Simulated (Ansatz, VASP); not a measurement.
# One calculation of Si7Ge, two programs

```xyz
8
Lattice="5.4589 0.0000 -0.4504 0.0000 5.4589 -0.4504 -0.4504 -0.4504 5.4589" Properties=species:S:1:pos:R:3 pbc="T T T"
Si    1.2652    1.2652    1.1514
Si   -0.2252    2.5043    2.5043
Si    2.7295    2.7295   -0.4504
Si    2.5043   -0.2252    2.5043
Si    3.7434    1.0423    3.6297
Si    3.9663    3.9663    0.7057
Si    1.0423    3.7434    3.6297
Ge    0.0000    0.0000    0.0000
```

Change from the starting cell: engineering shear strain xz -0.1650, engineering shear strain yz -0.1650.

Alike in both runs: task single point; functional PBEsol; k mesh 6 × 6 × 6; occupations gaussian, width 0.03 eV; no spin polarisation.

|  | VASP | Ansatz |
| --- | --- | --- |
| version | VASP 6.6.1 | Ansatz 0.2.0 |
| potentials or method | VASP PAW PBE potentials, release 64 (Si, Ge_d), cutoff 520 eV | scalar-relativistic, plane waves, PAW |
| valence electrons in the cell | 42 | 42 |

VASP gave:

* gap on the k mesh at the Fermi level (eV): none
* pressure (GPa): 6.6
* traceless stress, the component that is largest in VASP (GPa): 17.72
* rms of the force components (eV/Å): 1.826

Q: Which values does Ansatz return?

A: gap on the k mesh at the Fermi level (eV): none; pressure (GPa): 6.6; traceless stress, the component that is largest in VASP (GPa): 17.66; rms of the force components (eV/Å): 1.825.

VASP's potentials were made for PBE, not for PBEsol, and Ansatz warns of the same on its side. Atom by atom the forces differ by 0.007 eV/Å (rms over components). A gap of «none» marks a metal or a gap that the smearing closes. The functional is the same, so the differences come from potentials, cutoffs and numerics.
